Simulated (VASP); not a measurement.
Here is a VASP 6.6.1 calculation.

The input INCAR:

```
SYSTEM = MgO
PREC = Accurate
ENCUT = 750
EDIFF = 1E-6
ISMEAR = 0
SIGMA = 0.05
LREAL = .FALSE.
LASPH = .TRUE.
NELM = 120
ALGO = Normal
ISIF = 2
LWAVE = .FALSE.
LCHARG = .TRUE.
LELF = .TRUE.
LVHAR = .TRUE.
NBANDS = 15
GGA_COMPAT = .FALSE.
```

Contents of KPOINTS:

```
regular mesh
0
G
  9 9 8
  0 0 0
```

The input POSCAR:

```
MgO
1.0
    3.0261615305      0.0000000000      0.0000000000
   -1.5130807653      2.6207327614      0.0000000000
    0.0000000000      0.0000000000      2.7600704000
Mg O
1 1
Direct
    0.0000000000      0.0000000000      0.0000000000
    0.3333333333      0.6666666667      0.5000000000
```

Potentials or basis: VASP PAW LDA potentials, release 64 (Mg_sv, O).

The run is started by

```sh
$ cat potpaw_LDA.64/Mg_sv/POTCAR potpaw_LDA.64/O/POTCAR > POTCAR
$ mpirun -np 1 vasp_std > vasp.out
```

**Question.** Predict the band gap on the k mesh.

**Answer.** 2.34 eV (least direct gap 2.73 eV).

**Question.** What does it give for the pressure?

**Answer.** -18.4 GPa.

Stress tensor (GPa, compression positive):
```
-17.19   0.00   0.00
  0.00 -17.19   0.00
  0.00   0.00 -20.73
```

Caveat: the cell differs from its parent crystal (strain +0.030 along x and y, +0.030 along z); the cell stands under tension; an odd mesh through Γ misses points on the zone boundary, where band edges can lie.
